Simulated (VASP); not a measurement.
# Ca7Mg20O27 (P1) in VASP: a series of runs, part 2 of 2

VASP 6.6.1. The steps go on from the part before.

### Step 3. Single point, PBEsol

File INCAR:

```
SYSTEM = Ca7Mg20O27
ALGO = Normal
EDIFF = 1E-6
ENCUT = 700
GGA = PS
GGA_COMPAT = .FALSE.
ISIF = 2
ISMEAR = -1
ISYM = -1
LASPH = .TRUE.
LCHARG = .FALSE.
LREAL = Auto
LWAVE = .FALSE.
NBANDS = 169
NELM = 120
PREC = Accurate
SIGMA = 0.05
```

File KPOINTS:

```
explicit points
1
Reciprocal
  0.25000000   0.25000000   0.25000000 1
```

File POSCAR:

```
Ca7Mg20O27
1.0
    0.0000000000      6.5290540000      6.5290540000
    6.5290540000      0.0000000000      6.5290540000
    6.5290540000      6.5290540000      0.0000000000
O Mg Ca
27 20 7
Direct
    0.4854750000      0.1812900000      0.1659570000
    0.1651050000      0.5027070000      0.4944920000
    0.5104010000      0.8269170000      0.1680550000
    0.5130430000      0.1537760000      0.8266250000
    0.8288790000      0.5111530000      0.4963130000
    0.4924570000      0.8541070000      0.8489450000
    0.1882410000      0.4845810000      0.1599720000
    0.4776990000      0.1678180000      0.5249750000
    0.8650770000      0.5034730000      0.1702950000
    0.1657200000      0.4791080000      0.8554370000
    0.5012140000      0.8225610000      0.5165790000
    0.8156560000      0.5087590000      0.8197130000
    0.1739540000      0.1546220000      0.5038080000
    0.4914670000      0.4832520000      0.1720060000
    0.8322040000      0.1649590000      0.4982340000
    0.1557950000      0.8534240000      0.4885420000
    0.5247140000      0.5121730000      0.8043540000
    0.8533370000      0.8453030000      0.4904210000
    0.1448640000      0.1803500000      0.1925150000
    0.8590480000      0.1477040000      0.1565090000
    0.1600350000      0.8341050000      0.1871840000
    0.1590480000      0.1533250000      0.8417880000
    0.5212770000      0.5150070000      0.4910660000
    0.8199390000      0.8530950000      0.1518280000
    0.8339150000      0.1549430000      0.8299970000
    0.1651750000      0.8308850000      0.8265380000
    0.8488430000      0.8145790000      0.8317430000
    0.0100210000      0.0226220000      0.9692120000
    0.9804700000      0.6834220000      0.9893560000
    0.0053610000      0.9704010000      0.6701430000
    0.3127410000      0.3351760000      0.3433650000
    0.6587400000      0.6695670000      0.9993890000
    0.9872760000      0.6850560000      0.6707130000
    0.6581090000      0.6678020000      0.6898800000
    0.0225260000      0.9985240000      0.3168860000
    0.3178250000      0.3637110000      0.9951860000
    0.6667270000      0.9898960000      0.3215660000
    0.3620080000      0.3304070000      0.6507690000
    0.6619410000      0.6599700000      0.3503420000
    0.0021670000      0.3339140000      0.9963610000
    0.3437680000      0.9846110000      0.3517100000
    0.0045140000      0.3301940000      0.6618520000
    0.3198300000      0.6740490000      0.3466660000
    0.6603080000      0.3252690000      0.6656020000
    0.3472140000      0.6437220000      0.0008220000
    0.3546190000      0.0022630000      0.6509700000
    0.6723550000      0.3264490000      0.3386300000
    0.6630550000      0.9771480000      0.0259530000
    0.6650660000      0.9980340000      0.6647860000
    0.9982700000      0.6781820000      0.3417730000
    0.6718040000      0.3214560000      0.9938690000
    0.3182060000      0.0079940000      0.0012020000
    0.9855850000      0.3245440000      0.3492250000
    0.3247770000      0.6648120000      0.6783850000
```

Potentials or basis: VASP PAW PBE potentials, release 64 (O, Mg, Ca_sv).

Run with:

```sh
> cat potpaw_PBE.64/O/POTCAR potpaw_PBE.64/Mg/POTCAR potpaw_PBE.64/Ca_sv/POTCAR > POTCAR
> mpirun -np 1 vasp_std > vasp.out
```

Wall time 9 min (1 thread of AMD EPYC 7R43 (Zen 3), shared host); peak memory 0.96 GiB.

It converged, with:

| Item | Value |
| --- | --- |
| Free energy | -326.9134 eV |
| Pressure | 11.5 GPa |
| Largest force | 6.777 eV/Å |
| Band gap on the k mesh | 3.77 eV |

Forces in eV/Å, atoms in the order of the input:
```
O    0.151  1.371 -2.038
O    0.527  2.979  0.072
O    0.392  0.910 -4.167
O    2.892 -1.930  1.691
O    1.407  0.659 -1.104
O   -4.490  0.243 -2.818
O    1.298 -0.639  1.585
O   -1.476 -1.649  1.809
O   -0.133 -5.152 -1.317
O   -0.768 -1.768  0.455
O    0.135 -0.716  2.481
O    0.741  2.355  2.136
O    0.421  1.587  0.193
O    1.588  0.831  1.480
O    0.447 -0.524 -1.576
O   -0.884  1.440 -0.563
O    1.086  0.100 -2.426
O    0.875 -0.414 -1.179
O   -4.830 -0.157  0.432
O    1.399 -0.232 -0.012
O   -1.616  0.223  1.398
O    0.242 -2.275  2.325
O   -1.709 -0.850 -3.279
O    0.007  5.983  0.175
O   -1.393 -0.141  1.553
O    2.225  0.537 -0.233
O    0.002 -0.212 -0.271
Mg  -0.410  0.284 -2.926
Mg   0.202  2.828 -0.072
Mg   2.075 -0.844  1.751
Mg  -0.940  0.168  0.617
Mg   0.205  0.682 -0.390
Mg  -2.253 -0.141 -0.789
Mg  -1.675 -1.413  0.916
Mg   1.608 -0.938 -0.637
Mg  -1.265  1.887 -1.764
Mg   0.805  0.665  1.076
Mg   1.536 -0.533 -1.162
Mg  -0.765  0.449  1.601
Mg   0.440  0.619 -0.141
Mg   0.733 -1.911  0.407
Mg   0.013 -0.365 -0.268
Mg  -1.135 -0.308  0.390
Mg   0.203  1.346  1.034
Mg   1.383 -0.215 -0.281
Mg   1.040 -0.741 -1.935
Mg  -0.509 -0.581  0.212
Ca  -0.109 -6.205  2.722
Ca  -0.731  0.687  1.295
Ca  -2.331 -1.945 -1.294
Ca   0.435  0.545 -0.027
Ca   2.383  1.485  0.619
Ca   1.791  2.304  2.197
Ca  -1.262 -0.366  0.048
```

Stress tensor (GPa, compression positive):
```
11.26 -0.76 -0.83
-0.76 11.08  0.12
-0.83  0.12 12.09
```

Levels at points of the mesh, in eV from the valence-band top:
| k point | band 133 | band 134 | band 135 | band 136 | band 137 | band 138 | band 139 | band 140 |
| --- | --- | --- | --- | --- | --- | --- | --- | --- |
| (0.25, 0.25, 0.25) | -0.43 | -0.35 | -0.26 | 0.00 | 3.77 | 5.30 | 5.54 | 5.74 |

Caveat: the cell stands under pressure; the PAW data sets were made with another functional, which shifts forces and pressure a little; a shifted mesh leaves out Γ, where band edges can lie.

### Step 4. Single point, PBEsol

File INCAR:

```
PREC = Accurate
ENCUT = 700
EDIFF = 1E-6
ISMEAR = -1
SIGMA = 0.05
LREAL = Auto
LASPH = True
NELM = 120
ALGO = Normal
ISIF = 2
LWAVE = False
LCHARG = True
GGA = PS
LELF = True
LVHAR = True
NBANDS = 169
ISYM = -1
GGA_COMPAT = False
```

KPOINTS is that of step 3.

POSCAR is that of step 3.

Run with:

```sh
> cat potpaw_PBE.64/O/POTCAR potpaw_PBE.64/Mg/POTCAR potpaw_PBE.64/Ca_sv/POTCAR > POTCAR
> mpirun -np 1 vasp_std > vasp.out
```

It took 9.9 min on 1 thread of AMD EPYC 7R43 (Zen 3), shared host; peak memory 0.94 GiB.

The run converged. Its results:

| Item | Value |
| --- | --- |
| Free energy | -326.9134 eV |
| Pressure | 11.5 GPa |
| Largest force | 6.777 eV/Å |
| Band gap on the k mesh | 3.77 eV |

Forces on the atoms (eV/Å):
```
O    0.151  1.371 -2.038
O    0.527  2.979  0.072
O    0.392  0.910 -4.167
O    2.892 -1.930  1.691
O    1.407  0.659 -1.104
O   -4.490  0.243 -2.818
O    1.298 -0.639  1.585
O   -1.476 -1.649  1.809
O   -0.133 -5.152 -1.317
O   -0.768 -1.768  0.455
O    0.135 -0.716  2.481
O    0.741  2.355  2.136
O    0.421  1.587  0.193
O    1.588  0.831  1.480
O    0.447 -0.524 -1.576
O   -0.884  1.440 -0.563
O    1.086  0.100 -2.426
O    0.875 -0.414 -1.179
O   -4.830 -0.157  0.432
O    1.399 -0.232 -0.012
O   -1.616  0.223  1.398
O    0.242 -2.275  2.325
O   -1.709 -0.850 -3.279
O    0.007  5.983  0.175
O   -1.393 -0.141  1.553
O    2.225  0.537 -0.233
O    0.002 -0.212 -0.271
Mg  -0.410  0.284 -2.926
Mg   0.202  2.828 -0.072
Mg   2.075 -0.844  1.751
Mg  -0.940  0.168  0.617
Mg   0.205  0.682 -0.390
Mg  -2.253 -0.141 -0.789
Mg  -1.675 -1.413  0.916
Mg   1.608 -0.938 -0.637
Mg  -1.265  1.887 -1.764
Mg   0.805  0.665  1.076
Mg   1.536 -0.533 -1.162
Mg  -0.765  0.449  1.601
Mg   0.440  0.619 -0.141
Mg   0.733 -1.911  0.407
Mg   0.013 -0.365 -0.268
Mg  -1.135 -0.308  0.390
Mg   0.203  1.346  1.034
Mg   1.383 -0.215 -0.281
Mg   1.040 -0.741 -1.935
Mg  -0.509 -0.581  0.212
Ca  -0.109 -6.205  2.722
Ca  -0.731  0.687  1.295
Ca  -2.331 -1.945 -1.294
Ca   0.435  0.545 -0.027
Ca   2.383  1.485  0.619
Ca   1.791  2.304  2.197
Ca  -1.262 -0.366  0.048
```

Stress tensor (GPa, compression positive):
```
11.26 -0.76 -0.83
-0.76 11.08  0.12
-0.83  0.12 12.09
```

Levels at points of the mesh, in eV from the valence-band top:
| k point | band 132 | band 133 | band 134 | band 135 | band 136 | band 137 | band 138 | band 139 | band 140 | band 141 |
| --- | --- | --- | --- | --- | --- | --- | --- | --- | --- | --- |
| (0.25, 0.25, 0.25) | -0.53 | -0.43 | -0.35 | -0.26 | 0.00 | 3.77 | 5.30 | 5.54 | 5.74 | 5.86 |

Caveat: the cell stands under pressure; the PAW data sets were made with another functional, which shifts forces and pressure a little; a shifted mesh leaves out Γ, where band edges can lie.

### Step 5. Single point, PBEsol

File INCAR:

```
  PREC = Accurate
  ENCUT = 700
  EDIFF = 1E-6
  ISMEAR = 0
  SIGMA = 0.05
  LREAL = Auto
  LASPH = T
  NELM = 120
  ALGO = Normal
  ISIF = 2
  LWAVE = F
  LCHARG = F
  GGA = PS
  NBANDS = 169
  ISYM = -1
  GGA_COMPAT = F
```

KPOINTS is that of step 4.

POSCAR is that of step 4.

Run with:

```sh
> cat potpaw_PBE.64/O/POTCAR potpaw_PBE.64/Mg/POTCAR potpaw_PBE.64/Ca_sv/POTCAR > POTCAR
> mpirun -np 1 vasp_std > vasp.out
```

Wall time 11 min (1 thread of AMD EPYC 7R43 (Zen 3), shared host); peak memory 0.96 GiB.

Results (log left out):

```yaml
Free_energy: -326.9134 eV
Pressure: 11.5 GPa
Largest_force: 6.777 eV/Å
Band_gap_on_the_k_mesh: 3.77 eV
```

Forces in eV/Å, atoms in the order of the input:
```
O    0.151  1.371 -2.038
O    0.527  2.979  0.072
O    0.392  0.910 -4.167
O    2.892 -1.930  1.691
O    1.407  0.659 -1.104
O   -4.490  0.243 -2.818
O    1.298 -0.639  1.585
O   -1.476 -1.649  1.809
O   -0.133 -5.152 -1.317
O   -0.768 -1.768  0.455
O    0.135 -0.716  2.481
O    0.741  2.355  2.136
O    0.421  1.587  0.193
O    1.588  0.831  1.480
O    0.447 -0.524 -1.576
O   -0.884  1.440 -0.563
O    1.086  0.100 -2.426
O    0.875 -0.414 -1.179
O   -4.830 -0.157  0.432
O    1.399 -0.232 -0.012
O   -1.616  0.223  1.398
O    0.242 -2.275  2.325
O   -1.709 -0.850 -3.279
O    0.007  5.983  0.175
O   -1.393 -0.141  1.553
O    2.225  0.537 -0.233
O    0.002 -0.212 -0.271
Mg  -0.410  0.284 -2.926
Mg   0.202  2.828 -0.072
Mg   2.075 -0.844  1.751
Mg  -0.940  0.168  0.617
Mg   0.205  0.682 -0.390
Mg  -2.253 -0.141 -0.789
Mg  -1.675 -1.413  0.916
Mg   1.608 -0.938 -0.637
Mg  -1.265  1.887 -1.764
Mg   0.805  0.665  1.076
Mg   1.536 -0.533 -1.162
Mg  -0.765  0.449  1.601
Mg   0.440  0.619 -0.141
Mg   0.733 -1.911  0.407
Mg   0.013 -0.365 -0.268
Mg  -1.135 -0.308  0.390
Mg   0.203  1.346  1.034
Mg   1.383 -0.215 -0.281
Mg   1.040 -0.741 -1.935
Mg  -0.509 -0.581  0.212
Ca  -0.109 -6.205  2.722
Ca  -0.731  0.687  1.295
Ca  -2.331 -1.945 -1.294
Ca   0.435  0.545 -0.027
Ca   2.383  1.485  0.619
Ca   1.791  2.304  2.197
Ca  -1.262 -0.366  0.048
```

Stress tensor (GPa, compression positive):
```
11.26 -0.76 -0.83
-0.76 11.08  0.12
-0.83  0.12 12.09
```

Levels at points of the mesh, in eV from the valence-band top:
```
           k point  band 134  band 135  band 136  band 137  band 138  band 139
(0.25, 0.25, 0.25)     -0.35     -0.26      0.00      3.77      5.30      5.54
```

Caveat: the cell stands under pressure; the PAW data sets were made with another functional, which shifts forces and pressure a little; a shifted mesh leaves out Γ, where band edges can lie.

### Step 6. Overview

```csv
k mesh,smearing,gap on the mesh (eV),pressure (GPa),largest force (eV/Å)
"2 × 2 × 2, shifted",fermi-dirac 0.05 eV,3.79,11.4,6.82
"1 × 1 × 1, shifted",fermi-dirac 0.05 eV,3.77,11.5,6.78
"1 × 1 × 1, shifted",gaussian 0.05 eV,3.77,11.5,6.78
```

Alike in all rows: task single point; level PBEsol; potentials or basis VASP PAW PBE potentials, release 64 (O, Mg, Ca_sv); no spin polarisation; cell as given; cutoff (eV) 700.

Caveats: the cell stands under pressure; the PAW data sets were made with another functional, which shifts forces and pressure a little; a shifted mesh leaves out Γ, where band edges can lie.

Absolute energies hang on the potentials; compare differences alone.
